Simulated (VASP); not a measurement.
# Mg2SiN2: single point with PBE

Crystal: Mg2SiN2.

```
Mg Si N
1.0
    -3.24990    3.24990    2.65903
     3.24990   -3.24990    2.65903
     3.24990    3.24990   -2.65903
Mg Si N
2 1 2
Direct
  0.39032 0.89032 0.50000
  0.89032 0.39032 0.50000
  0.81361 0.81361 0.00000
  0.73273 0.23273 0.50000
  0.23273 0.73273 0.50000
```

```yaml
Program: VASP 6.6.1
Task: single point
Functional: PBE
Potentials_or_basis: VASP PAW PBE potentials, release 64 (Mg, Si, N)
Cutoff: 520 eV
k_mesh: 4 × 4 × 4
Occupations: gaussian, width 0.1 eV
Spin: no spin polarisation
Dipole_correction: no
Further_INCAR_settings: ALGO = Normal; EDIFF = 1e-06; NBANDS = 17
```

```yaml
Pressure: 113.4 GPa
Largest_force: 141.163 eV/Å
Band_gap_on_the_k_mesh: zero (band 9 reaches 1.93 eV, above the bottom of band 10 at 0.98 eV)
```

Forces on the atoms (eV/Å):
```
Mg     0.000    0.000  141.135
Mg     0.000    0.000  141.135
Si     0.000    0.000    0.056
N      0.000    0.000 -141.163
N      0.000    0.000 -141.163
```

Stress tensor (GPa, compression positive):
```
 -3.60   0.00   0.00
  0.00  -3.60   0.00
  0.00   0.00 347.50
```

Levels at points of the mesh, in eV from the Fermi level:
```tsv
k point	band 5	band 6	band 7	band 8	band 9	band 10	band 11	band 12	band 13	band 14
(0.00, 0.00, 0.00)	-5.70	-5.48	-5.48	-0.34	0.55	0.55	0.67	1.48	3.61	4.14
(0.50, 0.00, 0.00)	-5.58	-5.56	-5.12	-1.13	-0.02	0.20	0.70	1.89	3.62	4.35
(0.50, 0.50, 0.00)	-5.57	-5.43	-4.79	-1.13	-1.05	0.35	1.09	2.86	3.20	4.68
(0.50, 0.50, 0.50)	-5.83	-5.57	-5.57	-0.88	-0.07	-0.07	0.39	1.84	4.26	6.01
```

Run time: 28 s on 1 thread of Intel(R) Xeon(R) 6975P-C (Granite Rapids) (shared host), peak memory 0.24 GiB.

Caveat: the k points lie up to 0.38 Å⁻¹ apart; forces of over 1 eV/Å act on the atoms, so gaps and moduli don't describe the material at rest.
